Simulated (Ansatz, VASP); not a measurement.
## Two plane-wave programs on Zn

INCAR

```
  PREC = Accurate
  ENCUT = 520
  EDIFF = 1E-7
  ISMEAR = 0
  SIGMA = 0.05
  LREAL = False
  LASPH = True
  NELM = 80
  ALGO = Fast
  ISIF = 2
  LWAVE = False
  LCHARG = True
  GGA = PE
  LELF = True
  LVHAR = True
  NBANDS = 25
```

Contents of KPOINTS:

```
regular mesh
0
Gamma
  14 14 6
```

Contents of POSCAR:

```
Zn
1.0
    2.2681701736     -1.3084870100      0.0000000000
    2.2681701736      1.3084870100      0.0000000000
   -1.5917165425      0.0000000000      7.3004081919
Zn
3
Direct
    0.0000000000      0.0000000000      0.0000000000
    0.2219821400      0.2219821400      0.6654950200
    0.7780178600      0.7780178600      0.3345049800
```

Input for Ansatz:

```yaml
crystal:
  lattice:
    - [2.2681701736, -1.30848701, 0.0]
    - [2.2681701736, 1.30848701, 0.0]
    - [-1.5917165425, 0.0, 7.3004081919]
  atoms:
    - { symbol: Zn, position: [0.0, 0.0, 0.0] }
    - { symbol: Zn, position: [0.22198214, 0.22198214, 0.66549502] }
    - { symbol: Zn, position: [0.77801786, 0.77801786, 0.33450498] }
basis:
  ecutwfc: 420
  fft_grid_basis: typed
kpoints:
  mp_grid: { grid: [14, 14, 6] }
hamiltonian:
  xc: pbe
scf:
  occupations: { method: gaussian, width: 0.05 }
output:
  forces: true
  stress: true
  eigenvalues: true
  bader: true
  write_density: true
  volumetric_format: npy
  elf: true
```

Alike in both runs: task single point; functional PBE; k mesh 14 × 14 × 6; occupations gaussian, width 0.05 eV; no spin polarisation.

```csv
,VASP,Ansatz
version,VASP 6.6.1,Ansatz 0.2.0
potentials or method,"VASP PAW PBE potentials, release 64 (Zn), cutoff 520 eV","scalar-relativistic, plane waves, PAW"
valence electrons in the cell,36,36
```

|  | VASP | Ansatz | Ansatz less VASP |
| --- | --- | --- | --- |
| gap on the k mesh at the Fermi level (eV) | none | none | - |
| pressure (GPa) | 4.6 | 4.2 | -0.36 |
| traceless stress, the component that is largest in VASP (GPa) | -0.70 | -0.51 | +0.184 |

A gap of «none» marks a metal or a gap that the smearing closes. The functional is the same, so the differences come from potentials, cutoffs and numerics.
